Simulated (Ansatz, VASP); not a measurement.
**Two plane-wave programs on Mo**

```
CELL_PARAMETERS angstrom
-1.50816 1.50816 1.44532
1.50816 -1.50816 1.44532
1.50816 1.50816 -1.44532
ATOMIC_POSITIONS crystal
Mo 0.00000 0.00000 0.00000
```

Change from the starting cell: strain -0.040 along x and y, -0.080 along z, atoms carried along.

Alike in both runs: task single point; functional PBE; k mesh 22 × 22 × 22; occupations gaussian, width 0.15 eV; no spin polarisation.

|  | VASP | Ansatz |
| --- | --- | --- |
| version | VASP 6.6.1 | Ansatz 0.2.0 |
| potentials or method | VASP PAW PBE potentials, release 64 (Mo_sv), cutoff 520 eV | scalar-relativistic, plane waves, PAW |
| valence electrons in the cell | 14 | 14 |

VASP gave:

- gap on the k mesh at the Fermi level (eV): none
- pressure (GPa): 70.6
- traceless stress, the component that is largest in VASP (GPa): 13.19

Problem. Estimate Ansatz's values.

Solution. gap on the k mesh at the Fermi level (eV): none; pressure (GPa): 69.5; traceless stress, the component that is largest in VASP (GPa): 13.20.

A gap of «none» marks a metal or a gap that the smearing closes. Both programs put the cell under a high pressure, so it lies far from rest at this level.

Noted on VASP's run: the cell as given lies far from equilibrium.
